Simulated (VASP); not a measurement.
The system is IrPb2.

```xyz
6
Lattice="0.0000 4.2315 4.2315 4.2315 0.0000 4.2315 4.2315 4.2315 0.0000" Properties=species:S:1:pos:R:3 pbc="T T T"
Ir    0.0000    0.0000    0.0000
Ir    2.1157    2.1157    2.1157
Pb    5.2894    5.2894    5.2894
Pb    5.2894    3.1736    3.1736
Pb    3.1736    3.1736    5.2894
Pb    3.1736    5.2894    3.1736
```

| Property | Result |
| --- | --- |
| Program | VASP 6.6.1 |
| Task | relaxation of cell and atoms |
| Functional | PBE |
| Potentials or basis | VASP PAW PBE potentials, release 64 (Ir, Pb_d) |
| Cutoff | 600 eV |
| k mesh | 8 × 8 × 8 |
| Occupations | gaussian, width 0.1 eV |
| Spin | no spin polarisation |

At the start: pressure 2.8 GPa; volume 25.26 Å³/atom.

Task: How do energy, volume and symmetry change on relaxing?

Result: Over 3 steps the energy falls by 8.8 meV/atom and the volume is 26.31 Å³/atom (+4.2 %); space group Fd-3m (No. 227, to 0.1 Å) before and after.

Step by step:
```tsv
step	energy change (eV)	largest force (eV/Å)	pressure (GPa)	volume (Å³)
1	0.0000	0.0000	2.78	151.53
2	-0.0390	0.0000	-1.26	161.35
3	-0.0530	0.0000	0.00	157.89
```

Final structure:
```
CELL_PARAMETERS angstrom
0.00000 4.28981 4.28981
4.28981 0.00000 4.28981
4.28981 4.28981 0.00000
ATOMIC_POSITIONS crystal
Ir 0.00000 0.00000 0.00000
Ir 0.25000 0.25000 0.25000
Pb 0.62500 0.62500 0.62500
Pb 0.12500 0.62500 0.62500
Pb 0.62500 0.62500 0.12500
Pb 0.62500 0.12500 0.62500
```
